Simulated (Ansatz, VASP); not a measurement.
# Be3CdTe4 in VASP and in Ansatz

```
CELL_PARAMETERS angstrom
5.81423 -0.03086 0.13471
-0.03086 5.97120 -0.04107
-2.75846 -3.01079 5.87505
ATOMIC_POSITIONS crystal
Be 0.49655 0.49606 0.00575
Be 0.24878 0.75508 0.49372
Be 0.75817 0.25670 0.50364
Cd 0.99164 0.98525 0.00016
Te 0.40853 0.41428 0.26370
Te 0.13343 0.59330 0.72564
Te 0.87377 0.86693 0.27606
Te 0.58915 0.13240 0.73133
```

Change from the starting cell: cell x1, atoms moved at random (sigma 0.05 Å) and cell strained at random (1.5 %), then relaxed without symmetry.

Alike in both runs: task relaxation of cell and atoms; functional PBE; k mesh 4 × 4 × 4; occupations gaussian, width 0.1 eV; no spin polarisation.

|  | VASP | Ansatz |
| --- | --- | --- |
| version | VASP 6.6.1 | Ansatz 0.2.0 |
| potentials or method | VASP PAW PBE potentials, release 64 (Be, Cd, Te), cutoff 600 eV | scalar-relativistic, plane waves, PAW |
| valence electrons in the cell | 42 | 90 |

Ansatz gave:

| Property | Result |
| --- | --- |
| gap on the k mesh at the Fermi level, each at its own relaxed structure (eV) | 2.06 |
| relaxed volume (Å³/atom) | 25.63 |
| relaxed length of the cell vector where the two differ most in proportion (Å) | 7.194 |

**Question.** What did VASP give for the same quantities?

**Answer.** gap on the k mesh at the Fermi level, each at its own relaxed structure (eV): 2.05; relaxed volume (Å³/atom): 25.71; relaxed length of the cell vector where the two differ most in proportion (Å): 7.202.

VASP's potentials hold 42 valence electrons a cell and Ansatz's 90, so a difference there can come from the potentials and not from the codes.

Spin-orbit coupling is off throughout.
